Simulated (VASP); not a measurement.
# Ti (P6/mmm) in VASP: single point with r2SCAN

Aim: the single point of Ti with r2SCAN.

Program: VASP 6.6.1. These are calculated values, not measurements. Logs are shortened: lines on timing, memory, paths and dates and some standing lists are left out, and cuts for length are marked.

## 1. The cell of the first run

The structure is hexagonal, space group P6/mmm (No. 191). Conventional cell: a = 4.600 Å, b = 4.600 Å, c = 2.820 Å, α = 90.00°, β = 90.00°, γ = 120.00°. Within 3.7 Å of Ti (site symmetry 6/mmm) lie 14 Ti at 2.82 to 3.01 Å. Within 3.5 Å of Ti (site symmetry -6m2) lie 11 Ti at 2.66 to 3.01 Å.

## 2. Single point, r2SCAN

The input, POSCAR:

```
Ti
1.0
    4.6000000000      0.0000000000      0.0000000000
   -2.3000000000      3.9837168600      0.0000000000
    0.0000000000      0.0000000000      2.8200000000
Ti
3
Direct
    0.0000000000      0.0000000000      0.0000000000
    0.3333333333      0.6666666667      0.5000000000
    0.6666666667      0.3333333333      0.5000000000
```

The input, INCAR.step1:

```
SYSTEM = Ti
PREC = Accurate
ENCUT = 520
ISMEAR = -1
SIGMA = 0.1
LREAL = .FALSE.
LASPH = .TRUE.
NELM = 60
NBANDS = 25
GGA = PE
ALGO = Normal
EDIFF = 1E-4
LWAVE = .TRUE.
LCHARG = .FALSE.
```

The input, INCAR.step2:

```
SYSTEM = Ti
PREC = Accurate
ENCUT = 520
EDIFF = 1E-6
ISMEAR = -1
SIGMA = 0.1
LREAL = .FALSE.
LASPH = .TRUE.
NELM = 60
ALGO = Normal
ISIF = 2
LWAVE = .FALSE.
LCHARG = .FALSE.
METAGGA = R2SCAN
LMIXTAU = .TRUE.
NBANDS = 25
ISTART = 1
```

The input, KPOINTS:

```
Automatic mesh
0
G
  8 8 12
  0 0 0
```

Potentials or basis: VASP PAW PBE potentials, release 64 (Ti_sv).

Launch:

```console
cat potpaw_PBE.64/Ti_sv/POTCAR > POTCAR
cp INCAR.step1 INCAR
mpirun -np 1 vasp_std > vasp.out
cp INCAR.step2 INCAR
mpirun -np 1 vasp_std > vasp.out
```

OUTCAR:

```text
SYSTEM = Ti
   PREC = Accurate
   ENCUT = 520
   EDIFF = 1E-6
   ISMEAR = -1
   LREAL = .FALSE.
   LASPH = .TRUE.
   NELM = 60
   ISIF = 2
   METAGGA = R2SCAN
   ISTART = 1

 ion  position               nearest neighbor table
   1  0.000  0.000  0.000-
   2  0.333  0.667  0.500-   3 2.66   3 2.66   3 2.66
   3  0.667  0.333  0.500-   2 2.66   2 2.66   2 2.66

  LATTYP: Found a hexagonal cell.
 ALAT       =     4.6000000000
 C/A-ratio  =     0.6130434783

  Lattice vectors:

 A1 = (   4.6000000000,   0.0000000000,   0.0000000000)
 A2 = (  -2.3000000000,   3.9837168600,   0.0000000000)
 A3 = (   0.0000000000,   0.0000000000,   2.8200000000)

Analysis of symmetry for initial positions (statically):
=====================================================================
 Subroutine PRICEL returns:
 Original cell was already a primitive cell.

 Routine SETGRP: Setting up the symmetry group for a
 hexagonal supercell.

 Subroutine GETGRP returns: Found 24 space group operations
 (whereof 24 operations were pure point group operations)
 out of a pool of 24 trial point group operations.

The static configuration has the point symmetry D_6h.

Analysis of symmetry for dynamics (positions and initial velocities):
=====================================================================
 Subroutine PRICEL returns:
 Original cell was already a primitive cell.

 Routine SETGRP: Setting up the symmetry group for a
 hexagonal supercell.

 Subroutine GETGRP returns: Found 24 space group operations
 (whereof 24 operations were pure point group operations)
 out of a pool of 24 trial point group operations.

The dynamic configuration has the point symmetry D_6h.

 Subroutine INISYM returns: Found 24 space group operations
 (whereof 24 operations are pure point group operations),
 and found     1 'primitive' translations

----------------------------------------------------------------------------------------

                                     Primitive cell

  volume of cell :      51.6768

  direct lattice vectors                    reciprocal lattice vectors
     4.600000000  0.000000000  0.000000000     0.217391304  0.125510928  0.000000000
    -2.300000000  3.983716860  0.000000000     0.000000000  0.251021856  0.000000000
     0.000000000  0.000000000  2.820000000     0.000000000  0.000000000  0.354609929

[... 75 lines left out ...]
 SYSTEM =  Ti
   PREC   = accura    normal or accurate (medium, high low for compatibility)
   ISTART =      1    job   : 0-new  1-cont  2-samecut
   ICHARG =      0    charge: 1-file 2-atom 10-const
   ISPIN  =      1    spin polarized calculation?
   LNONCOLLINEAR =      F non collinear calculations
   LSORBIT =      F    spin-orbit coupling
   LASPH  =      T    aspherical Exc in radial PAW
   ENCUT  =  520.0 eV  38.22 Ry    6.18 a.u.   8.55  8.55  5.24*2*pi/ulx,y,z
   NELM   =     60;   NELMIN=  2; NELMDL=  0     # of ELM steps
   EDIFF  = 0.1E-05   stopping-criterion for ELM
   LREAL  =      F    real-space projection
   EDIFFG = 0.1E-04   stopping-criterion for IOM
   NSW    =      0    number of steps for IOM
   IBRION =     -1    ionic relax: 0-MD 1-quasi-New 2-CG
   NFREE  =      0    steps in history (QN), initial steepest desc. (CG)
   ISIF   =      2    stress and relaxation
   ISYM   =      2    0-nonsym 1-usesym 2-fastsym
   POTIM  = 0.5000    time-step for ionic-motion
   TEBEG  =    0.0;   TEEND  =   0.0 temperature during run
   PSTRESS=    0.0 pullay stress
   NELECT =      36.0000    total number of electrons
   NUPDOWN=      -1.0000    fix difference up-down
   EMIN   =  10.00;   EMAX   =-10.00  energy-range for DOS
   EFERMI =   0.00;   METHOD = LEGACY
   ISMEAR =    -1;   SIGMA  =   0.10  broadening in eV -4-tet -1-fermi 0-gaus
   EFERMI_NEDOS =   21; number of points for ismear=-14 and -15
   IALGO  =     38    algorithm
   IMIX   =      4    mixing-type and parameters
     AMIX     =   0.40;   BMIX     =  1.00
     AMIX_MAG =   1.60;   BMIX_MAG =  1.00
  volume/ion in A,a.u.               =      17.23       116.24
  Fermi-wavevector in a.u.,A,eV,Ry     =   1.451255  2.742475 28.655807  2.106142
  Thomas-Fermi vector in A             =   2.568774
   LORBIT       =      0    0 simple, 1 ext, 2 COOP (PROOUT), +10 PAW based schemes
   METAGGA = R2SCAN    functional components
   LHFCALC =     F    Hartree Fock is set to
   AEXX    =    0.0000 exact exchange contribution
   IVDW    =     0    specifies the selected vdW correction
   LEPSILON=     F    determine dielectric tensor
   LRPA    =     F    only Hartree local field effects (RPA)
 non-spin polarized calculation
  energy-cutoff  :      520.00
  volume of cell :       51.68
 maximum number of plane-waves:      1416
 NGX is ok and might be reduce to    36
   NGX = 17   NGY = 17   NGZ = 11

 number of electron      35.9999981 magnetization

 Free energy of the ion-electron system (eV)
  ---------------------------------------------------
  ext. energy  EPLUGINS =         0.00000000
  ---------------------------------------------------
  free energy    TOTEN  =       -38.93714938 eV

  energy without entropy =      -38.84843587  energy(sigma->0) =      -38.89279262

 E-fermi :   8.3451     XC(G=0): -12.4406

 val. band max:        8.3380567083   @ k =   0.0000   0.0000   0.0000
 cond. band min:       8.3901259482   @ k =   0.3750   0.2500   0.2500
 fundamental gap:      0.0520692399
 Fermi energy:         8.3451113493

 k-point     1 :       0.0000    0.0000    0.0000
  band No.  band energies     occupation
      1     -50.8814      2.00000
      2     -50.6533      2.00000
      3     -50.4985      2.00000
      4     -26.1429      2.00000
      5     -26.1428      2.00000
      6     -26.0819      2.00000
[... 661 lines left out ...]
     24      10.6546      0.00000
     25      11.0149      0.00000

 [... further k-points ...]
[... 5 lines left out ...]
  --------------------------------------------------------------------------------------
  -------------------------------------------------------------------------------------
  Total       -0.4783674     -0.4783674      0.0621488      0.0000000      0.0000000     -0.0000000
  in kB      -14.8312147    -14.8312147      1.9268507      0.0000000      0.0000000     -0.0000000
  external PRESSURE =      -9.2451929 kB  Pullay stress =       0.0000000 kB

 VOLUME and BASIS-vectors are now :
 -----------------------------------------------------------------------------
  energy-cutoff  :      520.00
  volume of cell :       51.68
      direct lattice vectors                 reciprocal lattice vectors
     4.600000000  0.000000000  0.000000000     0.217391304  0.125510928  0.000000000
    -2.300000000  3.983716860  0.000000000     0.000000000  0.251021856  0.000000000
     0.000000000  0.000000000  2.820000000     0.000000000  0.000000000  0.354609929

 POSITION                                       TOTAL-FORCE (eV/Angst)
 -----------------------------------------------------------------------------------
      0.00000      0.00000      0.00000        -0.000000      0.000000      0.000000
     -0.00000      2.65581      1.41000        -0.000000     -0.000000     -0.000000
      2.30000      1.32791      1.41000         0.000000      0.000000      0.000000
 -----------------------------------------------------------------------------------
    total drift:                                0.000000      0.000000     -0.000000

  FREE ENERGIE OF THE ION-ELECTRON SYSTEM (eV)
  ---------------------------------------------------
  free  energy   TOTEN  =       -38.9371493766 eV

  energy  without entropy=      -38.8484358726  energy(sigma->0) =      -38.89279262
```

OUTCAR.step1:

```text
SYSTEM = Ti
   PREC = Accurate
   ENCUT = 520
   ISMEAR = -1
   LREAL = .FALSE.
   LASPH = .TRUE.
   NELM = 60
[... 896 lines left out ...]
      0.00000      0.00000      0.00000        -0.000000      0.000000      0.000000
     -0.00000      2.65581      1.41000        -0.000000     -0.000000     -0.000000
      2.30000      1.32791      1.41000         0.000000      0.000000      0.000000
 -----------------------------------------------------------------------------------
    total drift:                                0.000000      0.000000     -0.000000

  FREE ENERGIE OF THE ION-ELECTRON SYSTEM (eV)
  ---------------------------------------------------
  free  energy   TOTEN  =       -23.5693059137 eV

  energy  without entropy=      -23.4623661775  energy(sigma->0) =      -23.51583605
```

OSZICAR.step1:

```text
N       E                     dE             d eps       ncg     rms          rms(c)
DAV:   1     0.433466687696E+03    0.43347E+03   -0.18650E+04  3500   0.179E+03
DAV:   2     0.226146666560E+02   -0.41085E+03   -0.40403E+03  3553   0.516E+02
DAV:   3    -0.229156248927E+02   -0.45530E+02   -0.44337E+02  6414   0.149E+02
DAV:   4    -0.265808666900E+02   -0.36652E+01   -0.36457E+01  4774   0.381E+01
DAV:   5    -0.267581951613E+02   -0.17733E+00   -0.17726E+00  5597   0.722E+00    0.148E+01
DAV:   6    -0.235527636338E+02    0.32054E+01   -0.11771E+01  4326   0.322E+01    0.366E+00
DAV:   7    -0.235452339252E+02    0.75297E-02   -0.12549E+00  5576   0.802E+00    0.252E+00
DAV:   8    -0.236020531162E+02   -0.56819E-01   -0.57761E-01  5097   0.686E+00    0.264E+00
DAV:   9    -0.235810029091E+02    0.21050E-01   -0.30746E-01  4935   0.606E+00    0.838E-01
DAV:  10    -0.235686085622E+02    0.12394E-01   -0.71750E-02  4907   0.245E+00    0.992E-02
DAV:  11    -0.235692349592E+02   -0.62640E-03   -0.68175E-03  5030   0.632E-01    0.137E-01
DAV:  12    -0.235693059137E+02   -0.70954E-04   -0.43351E-04  4283   0.181E-01
   1 F= -.23569306E+02 E0= -.23515836E+02  d E =-.106940E+00
```

Run time: 5.2 min. Hardware: 1 thread of Intel Xeon Platinum 8259CL at 2.50GHz (Skylake/Cascade Lake), shared host; peak memory 0.22 GiB.

What came out:

| Item | Value |
| --- | --- |
| Free energy | -38.9371 eV |
| Pressure | -0.9 GPa |
| Band gap on the k mesh | zero (band 18 reaches 8.50 eV, above the bottom of band 19 at 8.31 eV) |

Stress tensor (GPa, compression positive):
```
-1.48  0.00  0.00
 0.00 -1.48  0.00
 0.00  0.00  0.19
```

Caveat: the PAW data sets were made with another functional, which shifts forces and pressure a little.
